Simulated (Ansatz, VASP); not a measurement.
Sn in VASP and in Ansatz

```
Sn
1.0
    -5.68396    5.68396    5.68396
     3.78930   -3.78930    3.78930
     3.78930    3.78930   -3.78930
Sn
11
Direct
  0.00000 0.00000 0.50000
  0.00000 0.50000 0.00000
  0.00000 0.50000 0.50000
  0.33987 0.98817 0.98817
  0.32304 0.01702 0.46900
  0.32304 0.46900 0.01702
  0.32505 0.51149 0.51149
  0.66013 0.01183 0.01183
  0.67696 0.98298 0.53100
  0.67696 0.53100 0.98298
  0.67495 0.48851 0.48851
```

Alike in both runs: functional LDA; k mesh 2 × 3 × 3; no spin polarisation.

Ansatz relaxed the structure, and its values are those at the end. VASP's run is a single point on that final structure, the one shown.

|  | VASP | Ansatz |
| --- | --- | --- |
| version | VASP 6.6.1 | Ansatz 0.2.0 |
| potentials or method | VASP PAW LDA potentials, release 64 (Sn_d), cutoff 400 eV | plane waves, PAW |
| occupations | fermi-dirac, width 0.1 eV | fermi-dirac |
| valence electrons in the cell | 154 | 154 |

```csv
,VASP,Ansatz,Ansatz less VASP
gap on the k mesh at the Fermi level (eV),none,none,-
rms of the force components (eV/Å),0.012,0.012,0.0000
```

LDA's correlation is that of Perdew and Zunger in VASP and of Perdew and Wang (1992) in Ansatz. A gap of «none» marks a metal or a gap that the smearing closes.

The k mesh is coarse, so the values compare programs but aren't converged.
